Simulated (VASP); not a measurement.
The system is InSe.

```
In Se
1.0
     2.03923    1.17735    8.60553
    -2.03923    1.17735    8.60553
     0.00000   -2.35469    8.60553
In Se
2 2
Direct
  0.88860 0.88860 0.88860
  0.00000 0.00000 0.00000
  0.17190 0.17190 0.17190
  0.38350 0.38350 0.38350
```

Base run:

```yaml
Program: VASP 6.6.1
Functional: LDA
Potentials_or_basis: VASP PAW LDA potentials, release 64 (In_d, Se)
Cutoff: 520 eV
k_mesh: 8 × 8 × 8
Occupations: fermi-dirac, width 0.05 eV
Spin: no spin polarisation
```

Its results: band gap on the k mesh 0.10 eV; pressure -3.8 GPa; largest force 0.447 eV/Å.

The run is repeated on the same cell with these changes: functional from LDA to PBE; potentials or basis from VASP PAW LDA potentials, release 64 (In_d, Se) to VASP PAW PBE potentials, release 64 (In_d, Se). What comes out?

Band gap on the k mesh 0.29 eV; pressure -0.1 GPa; largest force 0.161 eV/Å.

Caveats: spin-orbit coupling is left out, which moves the levels of the heavy elements; the cell stands under tension (at least some runs).

A k mesh can miss the band edges.
